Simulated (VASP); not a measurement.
# Y (P6_3/mmc) in VASP: further runs

Runs on Y. Level: PBE. Tasks: single point.

Everything below comes from runs of VASP 6.6.1. Logs are shortened: lines on timing, memory, paths and dates and some standing lists are left out, and cuts for length are marked.

## (1) The cell of the first run

The structure is hexagonal, space group P6_3/mmc (No. 194). The conventional cell has a = 3.573 Å, b = 3.573 Å, c = 5.614 Å, α = 90.00°, β = 90.00°, γ = 120.00°. Y (site symmetry -6m2) has 12 Y at 3.48 to 3.57 Å within 4.6 Å.

## (2) Single point, PBE (volume scaled by 0.94)

Input file INCAR:

```
PREC     = Accurate       # precision mode
ENCUT    = 520            # plane-wave cutoff, eV
EDIFF    = 1E-6           # SCF threshold, eV
ISMEAR   = -1             # smearing method
SIGMA    = 0.05           # smearing width, eV
LREAL    = F              # projectors in reciprocal space
LASPH    = T              # aspherical terms in the spheres
NELM     = 100            # most SCF steps
ALGO     = Normal         # electronic algorithm
ISIF     = 2              # what is computed and relaxed
LWAVE    = F              # write WAVECAR
LCHARG   = F              # write CHGCAR
GGA      = PE             # functional
NBANDS   = 18             # bands
```

Input file KPOINTS:

```
Automatic mesh
0
Gamma
  8 8 5
```

Input file POSCAR:

```
Y
1.0
    3.5729423729      0.0000000000      0.0000000000
   -1.7864711865      3.0942588613      0.0000000000
    0.0000000000      0.0000000000      5.6136161546
Y
2
Direct
    0.6666666667      0.3333333333      0.7500000000
    0.3333333333      0.6666666667      0.2500000000
```

Potentials or basis: VASP PAW PBE potentials, release 64 (Y_sv).

On the command line:

```
$ cat potpaw_PBE.64/Y_sv/POTCAR > POTCAR
$ mpirun -np 1 vasp_std > vasp.out
```

OUTCAR:

```text
PREC = Accurate
   ENCUT = 520
   EDIFF = 1E-6
   ISMEAR = -1
   LREAL = F
   LASPH = T
   NELM = 100
   ISIF = 2
   GGA = PE

 ion  position               nearest neighbor table
   1  0.667  0.333  0.750-   2 3.48   2 3.48   2 3.48   2 3.48   2 3.48   2 3.48
   2  0.333  0.667  0.250-   1 3.48   1 3.48   1 3.48   1 3.48   1 3.48   1 3.48

  LATTYP: Found a hexagonal cell.
 ALAT       =     3.5729423729
 C/A-ratio  =     1.5711465702

  Lattice vectors:

 A1 = (   3.5729423729,   0.0000000000,   0.0000000000)
 A2 = (  -1.7864711865,   3.0942588613,   0.0000000000)
 A3 = (   0.0000000000,   0.0000000000,   5.6136161546)

Analysis of symmetry for initial positions (statically):
=====================================================================
 Subroutine PRICEL returns:
 Original cell was already a primitive cell.

 Routine SETGRP: Setting up the symmetry group for a
 hexagonal supercell.

 Subroutine GETGRP returns: Found 24 space group operations
 (whereof 12 operations were pure point group operations)
 out of a pool of 24 trial point group operations.

The static configuration has the point symmetry D_3d.
 The point group associated with its full space group is D_6h.

Analysis of symmetry for dynamics (positions and initial velocities):
=====================================================================
 Subroutine PRICEL returns:
 Original cell was already a primitive cell.

 Routine SETGRP: Setting up the symmetry group for a
 hexagonal supercell.

 Subroutine GETGRP returns: Found 24 space group operations
 (whereof 12 operations were pure point group operations)
 out of a pool of 24 trial point group operations.

The dynamic configuration has the point symmetry D_3d.
 The point group associated with its full space group is D_6h.

 Subroutine INISYM returns: Found 24 space group operations
 (whereof 12 operations are pure point group operations),
 and found     1 'primitive' translations

----------------------------------------------------------------------------------------

                                     Primitive cell

  volume of cell :      62.0619

  direct lattice vectors                    reciprocal lattice vectors
     3.572942373  0.000000000  0.000000000     0.279881368  0.161589583  0.000000000
    -1.786471187  3.094258861  0.000000000     0.000000000  0.323179167  0.000000000
     0.000000000  0.000000000  5.613616155     0.000000000  0.000000000  0.178138293

  length of vectors
     3.572942373  3.572942373  5.613616155     0.323179167  0.323179167  0.178138293

  position of ions in fractional coordinates (direct lattice)
     0.666666667  0.333333333  0.750000000
     0.333333333  0.666666667  0.250000000

  ion indices of the primitive-cell ions
   primitive index   ion index
                 1           1
                 2           2

----------------------------------------------------------------------------------------

 KPOINTS: Automatic mesh

Automatic generation of k-mesh.
 Grid dimensions read from file:
 generate k-points for:    8    8    5

 Generating k-lattice:

  Cartesian coordinates                     Fractional coordinates (reciprocal lattice)
     0.034985171  0.020198698  0.000000000     0.125000000 -0.000000000  0.000000000
     0.000000000  0.040397396  0.000000000     0.000000000  0.125000000  0.000000000
     0.000000000  0.000000000  0.035627659     0.000000000  0.000000000  0.200000000

  Length of vectors
     0.040397396  0.040397396  0.035627659

  Shift w.r.t. Gamma in fractional coordinates (k-lattice)
     0.000000000  0.000000000  0.000000000

 Subroutine IBZKPT returns following result:
 ===========================================

 Found     30 irreducible k-points:

 Following reciprocal coordinates:
            Coordinates               Weight
  0.000000  0.000000  0.000000      1.000000
  0.125000  0.000000  0.000000      6.000000
  0.250000  0.000000  0.000000      6.000000
  0.375000  0.000000  0.000000      6.000000
  0.500000  0.000000  0.000000      3.000000
  0.125000  0.125000  0.000000      6.000000
[... 16 lines left out ...]
  0.250000  0.000000  0.400000     12.000000
  0.375000  0.000000  0.400000     12.000000
 [... further k-points ...]
   k-points           NKPTS =     30   k-points in BZ     NKDIM =     30   number of bands    NBANDS=     18
   number of dos      NEDOS =    301   number of ions     NIONS =      2
   total plane-waves  NPLWV =  32928
   dimension x,y,z NGX =    28 NGY =   28 NGZ =   42
   dimension x,y,z NGXF=    56 NGYF=   56 NGZF=   84
   ions per type =               2
   NGX,Y,Z   is equivalent  to a cutoff of  13.03, 13.03, 12.44 a.u.
   NGXF,Y,Z  is equivalent  to a cutoff of  26.06, 26.06, 24.88 a.u.
 SYSTEM =  unknown system
   PREC   = accura    normal or accurate (medium, high low for compatibility)
   ISTART =      0    job   : 0-new  1-cont  2-samecut
   ICHARG =      2    charge: 1-file 2-atom 10-const
   ISPIN  =      1    spin polarized calculation?
   LNONCOLLINEAR =      F non collinear calculations
   LSORBIT =      F    spin-orbit coupling
   LASPH  =      T    aspherical Exc in radial PAW
   ENCUT  =  520.0 eV  38.22 Ry    6.18 a.u.   6.64  6.64 10.44*2*pi/ulx,y,z
   NELM   =    100;   NELMIN=  2; NELMDL= -5     # of ELM steps
   EDIFF  = 0.1E-05   stopping-criterion for ELM
   LREAL  =      F    real-space projection
   EDIFFG = 0.1E-04   stopping-criterion for IOM
   NSW    =      0    number of steps for IOM
   IBRION =     -1    ionic relax: 0-MD 1-quasi-New 2-CG
   NFREE  =      0    steps in history (QN), initial steepest desc. (CG)
   ISIF   =      2    stress and relaxation
   ISYM   =      2    0-nonsym 1-usesym 2-fastsym
   POTIM  = 0.5000    time-step for ionic-motion
   TEBEG  =    0.0;   TEEND  =   0.0 temperature during run
   PSTRESS=    0.0 pullay stress
   NELECT =      22.0000    total number of electrons
   NUPDOWN=      -1.0000    fix difference up-down
   EMIN   =  10.00;   EMAX   =-10.00  energy-range for DOS
   EFERMI =   0.00;   METHOD = LEGACY
   ISMEAR =    -1;   SIGMA  =   0.05  broadening in eV -4-tet -1-fermi 0-gaus
   EFERMI_NEDOS =   21; number of points for ismear=-14 and -15
   IALGO  =     38    algorithm
   IMIX   =      4    mixing-type and parameters
     AMIX     =   0.40;   BMIX     =  1.00
     AMIX_MAG =   1.60;   BMIX_MAG =  1.00
  volume/ion in A,a.u.               =      31.03       209.41
  Fermi-wavevector in a.u.,A,eV,Ry     =   1.158619  2.189472 18.264430  1.342398
  Thomas-Fermi vector in A             =   2.295219
   LORBIT       =      0    0 simple, 1 ext, 2 COOP (PROOUT), +10 PAW based schemes
   GGA     = PE    functional components
[... 5 lines left out ...]
 non-spin polarized calculation
  energy-cutoff  :      520.00
  volume of cell :       62.06
 maximum number of plane-waves:      1701
 NGX is ok and might be reduce to    28
   NGX = 13   NGY = 13   NGZ = 21

 number of electron      22.0000001 magnetization

 Free energy of the ion-electron system (eV)
  ---------------------------------------------------
  ext. energy  EPLUGINS =         0.00000000
  ---------------------------------------------------
  free energy    TOTEN  =       -12.84677277 eV

  energy without entropy =      -12.80707028  energy(sigma->0) =      -12.82692152

 E-fermi :   3.2674     XC(G=0):  -9.6475

 val. band max:        3.2668314223   @ k =   0.3750   0.2500   0.4000
 cond. band min:       3.2769108446   @ k =   0.5000   0.0000   0.0000
 fundamental gap:      0.0100794223
 Fermi energy:         3.2673595471

 k-point     1 :       0.0000    0.0000    0.0000
  band No.  band energies     occupation
      1     -39.2646      2.00000
      2     -39.1715      2.00000
      3     -19.6124      2.00000
      4     -19.0389      2.00000
      5     -19.0389      2.00000
      6     -18.9336      2.00000
[... 10 lines left out ...]
     17       6.2057      0.00000
     18       6.2057      0.00000

 k-point     2 :       0.1250    0.0000    0.0000
  band No.  band energies     occupation
      1     -39.2548      2.00000
      2     -39.1680      2.00000
      3     -19.5795      2.00000
      4     -19.1057      2.00000
      5     -19.0613      2.00000
      6     -19.0034      2.00000
[... 10 lines left out ...]
     17       5.8967      0.00000
     18       6.0429      0.00000

 k-point     3 :       0.2500    0.0000    0.0000
  band No.  band energies     occupation
      1     -39.2302      2.00000
      2     -39.1608      2.00000
      3     -19.4909      2.00000
      4     -19.2679      2.00000
      5     -19.1632      2.00000
      6     -19.1122      2.00000
[... 10 lines left out ...]
     17       6.6293      0.00000
     18       6.9083      0.00000

 k-point     4 :       0.3750    0.0000    0.0000
  band No.  band energies     occupation
      1     -39.2022      2.00000
      2     -39.1568      2.00000
      3     -19.4300      2.00000
      4     -19.3771      2.00000
      5     -19.3129      2.00000
      6     -19.1603      2.00000
[... 10 lines left out ...]
     17       7.7821      0.00000
     18       8.0821      0.00000

 k-point     5 :       0.5000    0.0000    0.0000
  band No.  band energies     occupation
      1     -39.1881      2.00000
      2     -39.1576      2.00000
      3     -19.4967      2.00000
      4     -19.3726      2.00000
      5     -19.3099      2.00000
      6     -19.1796      2.00000
[... 10 lines left out ...]
     17       8.9804      0.00000
     18       9.1014      0.00000

 k-point     6 :       0.1250    0.1250    0.0000
  band No.  band energies     occupation
      1     -39.2376      2.00000
      2     -39.1627      2.00000
      3     -19.5186      2.00000
      4     -19.1974      2.00000
      5     -19.1616      2.00000
      6     -19.0622      2.00000
[... 10 lines left out ...]
     17       6.2002      0.00000
     18       6.7792      0.00000

 k-point     7 :       0.2500    0.1250    0.0000
  band No.  band energies     occupation
      1     -39.2110      2.00000
      2     -39.1574      2.00000
      3     -19.4152      2.00000
      4     -19.3474      2.00000
      5     -19.2797      2.00000
      6     -19.1423      2.00000
[... 10 lines left out ...]
     17       7.3103      0.00000
     18       7.9698      0.00000

 k-point     8 :       0.3750    0.1250    0.0000
  band No.  band energies     occupation
      1     -39.1882      2.00000
      2     -39.1575      2.00000
      3     -19.4612      2.00000
      4     -19.3455      2.00000
      5     -19.3113      2.00000
      6     -19.2063      2.00000
[... 10 lines left out ...]
     17       8.3896      0.00000
     18       8.9006      0.00000
[... 229 lines left out ...]
     17       7.9465      0.00000
     18       8.6188      0.00000

 k-point    20 :       0.3750    0.2500    0.2000
  band No.  band energies     occupation
      1     -39.1733      2.00000
      2     -39.1630      2.00000
      3     -19.4485      2.00000
      4     -19.3808      2.00000
      5     -19.3337      2.00000
      6     -19.1763      2.00000
[... 10 lines left out ...]
     17       8.0445      0.00000
     18       8.5784      0.00000

 k-point    21 :       0.0000    0.0000    0.4000
  band No.  band energies     occupation
      1     -39.2326      2.00000
      2     -39.2039      2.00000
      3     -19.3760      2.00000
      4     -19.1553      2.00000
      5     -19.0027      2.00000
      6     -19.0027      2.00000
[... 10 lines left out ...]
     17       7.4550      0.00000
     18       7.4550      0.00000

 k-point    22 :       0.1250    0.0000    0.4000
  band No.  band energies     occupation
      1     -39.2250      2.00000
      2     -39.1982      2.00000
      3     -19.3778      2.00000
      4     -19.1937      2.00000
      5     -19.0495      2.00000
      6     -19.0205      2.00000
[... 10 lines left out ...]
     17       7.3468      0.00000
     18       7.4267      0.00000

 k-point    23 :       0.2500    0.0000    0.4000
  band No.  band energies     occupation
      1     -39.2063      2.00000
      2     -39.1849      2.00000
      3     -19.4172      2.00000
      4     -19.3206      2.00000
      5     -19.1212      2.00000
      6     -19.0621      2.00000
[... 10 lines left out ...]
     17       7.4108      0.00000
     18       7.5339      0.00000

 k-point    24 :       0.3750    0.0000    0.4000
  band No.  band energies     occupation
      1     -39.1865      2.00000
      2     -39.1725      2.00000
      3     -19.5128      2.00000
      4     -19.4610      2.00000
      5     -19.1283      2.00000
      6     -19.1026      2.00000
[... 10 lines left out ...]
     17       8.0107      0.00000
     18       8.1540      0.00000

 [... further k-points ...]
[... 5 lines left out ...]
  --------------------------------------------------------------------------------------
  -------------------------------------------------------------------------------------
  Total        0.9725122      0.9725122      0.8639809     -0.0000000     -0.0000000      0.0000000
  in kB       25.1061595     25.1061595     22.3043389     -0.0000000     -0.0000000      0.0000000
  external PRESSURE =      24.1722193 kB  Pullay stress =       0.0000000 kB

 VOLUME and BASIS-vectors are now :
 -----------------------------------------------------------------------------
  energy-cutoff  :      520.00
  volume of cell :       62.06
      direct lattice vectors                 reciprocal lattice vectors
     3.572942373  0.000000000  0.000000000     0.279881368  0.161589583  0.000000000
    -1.786471187  3.094258861  0.000000000     0.000000000  0.323179167  0.000000000
     0.000000000  0.000000000  5.613616155     0.000000000  0.000000000  0.178138293

 POSITION                                       TOTAL-FORCE (eV/Angst)
 -----------------------------------------------------------------------------------
      1.78647      1.03142      4.21021         0.000000     -0.000000      0.000000
     -0.00000      2.06284      1.40340        -0.000000      0.000000      0.000000
 -----------------------------------------------------------------------------------
    total drift:                                0.000000     -0.000000      0.000000

  FREE ENERGIE OF THE ION-ELECTRON SYSTEM (eV)
  ---------------------------------------------------
  free  energy   TOTEN  =       -12.8467727660 eV

  energy  without entropy=      -12.8070702752  energy(sigma->0) =      -12.82692152
```

Wall time 32 s (1 thread of Intel Xeon Platinum 8259CL at 2.50GHz (Skylake/Cascade Lake), shared host); peak memory 0.2 GiB.

Results:

```
Free energy            : -12.8468 eV
Pressure               : 2.4 GPa
Band gap on the k mesh : zero (band 11 reaches 4.34 eV, above the bottom of band 12 at 2.88 eV)
```

Stress tensor (GPa, compression positive):
```
2.51 0.00 0.00
0.00 2.51 0.00
0.00 0.00 2.23
```

Levels at points of the mesh, in eV from the Fermi level:
| k point | band 7 | band 8 | band 9 | band 10 | band 11 | band 12 | band 13 | band 14 | band 15 | band 16 |
| --- | --- | --- | --- | --- | --- | --- | --- | --- | --- | --- |
| (0.00, 0.00, 0.00) | -22.20 | -22.16 | -4.76 | -1.93 | 1.07 | 1.82 | 1.82 | 2.13 | 2.47 | 2.47 |
| (0.50, 0.00, 0.00) | -22.35 | -22.27 | -1.67 | -1.28 | -0.89 | 0.01 | 1.50 | 1.53 | 2.19 | 5.34 |

(Continued in part 2 of 3.)
